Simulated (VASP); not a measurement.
Runs of VASP 6.6.1 on GaSb. The structure is that of space group I-4m2 (No. 119), or close to it. The cells are those of the table. 

| cell | k mesh | gap on the mesh (eV) | pressure (GPa) |
| --- | --- | --- | --- |
| a = 4.395, b = 4.395, c = 5.967 Å, 4 atoms | 12 × 12 × 8 | (b) | 2.0 |
| a = 4.395, b = 4.395, c = 5.843 Å, 4 atoms | 12 × 12 × 8 | (c) | 3.2 |
| a = 4.395, b = 4.395, c = 6.588 Å, 4 atoms | 12 × 12 × 8 | none | -2.2 |
| a = 4.571, b = 4.571, c = 6.066 Å, 4 atoms | 10 × 10 × 8 | 0.21 | (a) |

Alike in all rows: task single point; level PBE; potentials or basis VASP PAW PBE potentials, release 64 (Ga_d, Sb); no spin polarisation; cutoff (eV) 520; smearing gaussian 0.1 eV.

Q: Fill in the values left out.

A: (a) -2.1; (b) 0.17; (c) 0.10.

Caveats: semilocal functionals underestimate gaps, and a narrow one can read as zero; spin-orbit coupling is left out, which moves the levels of the heavy elements; the cell stands under pressure (at least some runs).

A k mesh can miss the band edges, and the runs leave out spin-orbit coupling on Ga, Sb.

A gap of «none» marks levels without a gap at the run's occupations.
